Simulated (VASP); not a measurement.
A run of VASP 6.6.1 is set up as follows.

Contents of POSCAR:

```
KSrCl3
1.0
    5.6362001317      0.0000000000      0.0000000000
    0.0000000000      5.6362001317      0.0000000000
    0.0000000000      0.0000000000      5.6362001317
K Sr Cl
1 1 3
Direct
    0.0000000000      0.0000000000      0.0000000000
    0.5000000000      0.5000000000      0.5000000000
    0.5000000000      0.5000000000      0.0000000000
    0.5000000000      0.0000000000      0.5000000000
    0.0000000000      0.5000000000      0.5000000000
```

INCAR.step1

```
  ALGO = Normal
  EDIFF = 1E-4
  ENCUT = 520
  GGA = PE
  ISMEAR = -1
  LASPH = True
  LCHARG = False
  LREAL = False
  LWAVE = True
  NBANDS = 28
  NELM = 80
  PREC = Accurate
  SIGMA = 0.5
```

The input INCAR.step2:

```
  ALGO = Normal
  EDIFF = 1E-6
  ENCUT = 520
  ISIF = 2
  ISMEAR = -1
  ISTART = 1
  LASPH = True
  LCHARG = False
  LMIXTAU = True
  LREAL = False
  LWAVE = False
  METAGGA = R2SCAN
  NBANDS = 28
  NELM = 80
  PREC = Accurate
  SIGMA = 0.5
```

The input KPOINTS:

```
k-points
0
Gamma
  4 4 4
```

Potentials or basis: VASP PAW PBE potentials, release 64 (K_sv, Sr_sv, Cl).

Launch:

```console
$ cat potpaw_PBE.64/K_sv/POTCAR potpaw_PBE.64/Sr_sv/POTCAR potpaw_PBE.64/Cl/POTCAR > POTCAR
$ cp INCAR.step1 INCAR
$ mpirun -np 1 vasp_std > vasp.out
$ cp INCAR.step2 INCAR
$ mpirun -np 1 vasp_std > vasp.out
```

Estimate the pressure.

0.0 GPa.

Estimate the band gap on the k mesh.

5.19 eV (least direct gap 5.41 eV).

Caveat: the PAW data sets were made with another functional, which shifts forces and pressure a little. A k mesh can miss the band edges.
